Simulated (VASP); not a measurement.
TiSi3O8: single point with PBE0

Crystal: TiSi3O8.

```xyz
12
Lattice="2.8859 0.0000 0.0000 0.0000 6.2621 0.0000 0.0000 0.0000 6.8697" Properties=species:S:1:pos:R:3 pbc="T T T"
Si    0.0000    4.6860   -0.2659
Si    1.4429    0.0000    3.5341
Si    0.0000    1.5761   -0.2659
O     1.4429    4.9296    4.4647
O     1.4429    4.5011    0.4948
O     0.0000    0.0000    2.7154
O     0.0000    0.0000    6.2197
O     1.4429    1.3325    4.4647
O     1.4429    1.7610    0.4948
O     0.0000    3.1310    2.8543
O     0.0000    3.1310    5.7146
Ti    1.4429    3.1310    3.9235
```

```
Program                            : VASP 6.6.1
Task                               : single point
Functional                         : PBE0
Potentials or basis                : VASP PAW PBE potentials, release 64 (Si, O, Ti_sv)
Cutoff                             : 520 eV
k mesh                             : 6 × 2 × 2
Occupations                        : gaussian, width 0.01 eV
Spin                               : no spin polarisation
Dipole correction                  : no
Grid for exact exchange (PRECFOCK) : Fast
Further INCAR settings             : ALGO = Normal; EDIFF = 1e-07; NBANDS = 48
Share of exact exchange            : 0.25
```

| Item | Value |
| --- | --- |
| Pressure | -0.9 GPa |
| Largest force | 0.342 eV/Å |
| Band gap on the k mesh | 5.86 eV |

Forces in eV/Å, atoms in the order of the input:
```
Si   0.000  0.043 -0.039
Si   0.000  0.000  0.034
Si   0.000 -0.043 -0.039
O    0.000 -0.152 -0.038
O    0.000  0.004 -0.130
O    0.000  0.000  0.120
O    0.000  0.000  0.054
O    0.000  0.152 -0.038
O    0.000 -0.004 -0.130
O    0.000  0.000  0.342
O    0.000  0.000 -0.008
Ti   0.000  0.000 -0.125
```

Stress tensor (GPa, compression positive):
```
-1.12  0.00  0.00
 0.00 -0.86  0.00
 0.00  0.00 -0.84
```

Levels at points of the mesh, in eV from the valence-band top:
```tsv
k point	band 34	band 35	band 36	band 37	band 38	band 39
(0.00, 0.00, 0.00)	-0.96	-0.83	-0.30	6.37	6.62	6.95
(0.50, 0.00, 0.00)	-0.91	-0.86	-0.79	6.27	6.48	7.03
(0.00, 0.50, 0.00)	-0.64	-0.47	-0.25	6.47	6.51	7.10
(0.50, 0.50, 0.00)	-0.97	-0.66	-0.06	6.00	6.49	6.83
(0.00, 0.00, 0.50)	-0.85	-0.70	-0.31	6.38	6.62	7.48
(0.50, 0.00, 0.50)	-0.98	-0.79	-0.72	6.32	6.47	7.01
(0.00, 0.50, 0.50)	-0.64	-0.47	-0.15	6.44	6.51	7.04
(0.50, 0.50, 0.50)	-0.92	-0.47	-0.03	6.03	6.47	6.80
```

Wall time 27 min on 4 MPI ranks on AMD EPYC 9R14 (Zen 4), with other jobs on the host, peak memory 0.32 GiB a rank.

Caveat: the k points lie up to 0.50 Å⁻¹ apart; the PAW data sets were made with another functional, which shifts forces and pressure a little. A k mesh can miss the band edges.
